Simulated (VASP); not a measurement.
A run of VASP 6.6.1 is set up as follows.

Contents of INCAR:

```
PREC = Accurate
ENCUT = 520
EDIFF = 1E-6
ISMEAR = 0
SIGMA = 0.05
LREAL = False
LASPH = True
NELM = 60
ALGO = Fast
ISIF = 2
LWAVE = False
LCHARG = False
GGA = PS
NBANDS = 56
```

File KPOINTS:

```
regular mesh
0
Gamma
  8 8 8
```

POSCAR

```
SiMo3
1.0
    4.8890000000      0.0000000000      0.0000000000
    0.0000000000      4.8890000000      0.0000000000
    0.0000000000      0.0000000000      4.8890000000
Si Mo
2 6
Direct
    0.0000000000      0.0000000000      0.0000000000
    0.5000000000      0.5000000000      0.5000000000
    0.2500000000      0.0000000000      0.5000000000
    0.5000000000      0.7500000000      0.0000000000
    0.7500000000      0.0000000000      0.5000000000
    0.5000000000      0.2500000000      0.0000000000
    0.0000000000      0.5000000000      0.7500000000
    0.0000000000      0.5000000000      0.2500000000
```

Potentials or basis: VASP PAW PBE potentials, release 64 (Si, Mo_sv).

Command:

```console
$ cat potpaw_PBE.64/Si/POTCAR potpaw_PBE.64/Mo_sv/POTCAR > POTCAR
$ mpirun -np 1 vasp_std > vasp.out
```

Predict the pressure.

-3.8 GPa.

What does it give for the band gap on the k mesh?

Zero (bands 46 and 47 overlap by 2.45 eV).

Caveat: the cell stands under tension; the PAW data sets were made with another functional, which shifts forces and pressure a little.
